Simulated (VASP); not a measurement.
A run of VASP 6.6.1 is set up as follows.

Contents of INCAR:

```
SYSTEM = MoS2
ALGO = Normal ; DIPOL = 0.5 0.5 0.500
EDIFF = 1E-7 ; EDIFFG = -0.03
ENCUT = 520 ; GGA = PE
IBRION = 2 ; IDIPOL = 3
ISIF = 2 ; ISMEAR = 0
IVDW = 12 ; KPAR = 4
LASPH = .TRUE. ; LCHARG = .FALSE.
LDIPOL = .TRUE. ; LREAL = .FALSE.
LWAVE = .FALSE. ; NELM = 100
NSW = 90 ; PREC = Accurate
SIGMA = 0.05
```

The input KPOINTS:

```
k-points
0
G
  9 9 1
  0 0 0
```

POSCAR

```
MoS2
1.0
    3.1493511256      0.0000000000      0.0000000000
   -1.5746755628      2.7274180802      0.0000000000
    0.0000000000      0.0000000000     38.2678641426
S Mo
8 4
Selective dynamics
Direct
    0.3333333333      0.6666666667      0.2221184848  F F F
    0.3333333333      0.6666666667      0.3039556447  F F F
    0.6666666667      0.3333333333      0.3800937750  F F F
    0.6666666667      0.3333333333      0.4619309349  F F F
    0.3333333333      0.6666666667      0.5380690651  T T T
    0.3333333333      0.6666666667      0.6199062250  T T T
    0.6666666667      0.3333333333      0.6960443553  T T T
    0.6666666667      0.3333333333      0.7778815152  T T T
    0.6666666667      0.3333333333      0.2630370647  F F F
    0.3333333333      0.6666666667      0.4210123549  F F F
    0.6666666667      0.3333333333      0.5789876451  T T T
    0.3333333333      0.6666666667      0.7369629353  T T T
```

Potentials or basis: VASP PAW PBE potentials, release 64 (S, Mo_sv).

Command:

```bash
$ cat potpaw_PBE.64/S/POTCAR potpaw_PBE.64/Mo_sv/POTCAR > POTCAR
$ mpirun -np 4 vasp_std > vasp.out
```

(1) Predict the energy gained by relaxing.

(2) Estimate the dispersion energy per atom.

(3) Estimate the band gap on the k mesh.

Results:

(1) 0.0 meV/atom.

(2) -0.407 eV.

(3) 1.01 eV (least direct gap 1.72 eV).
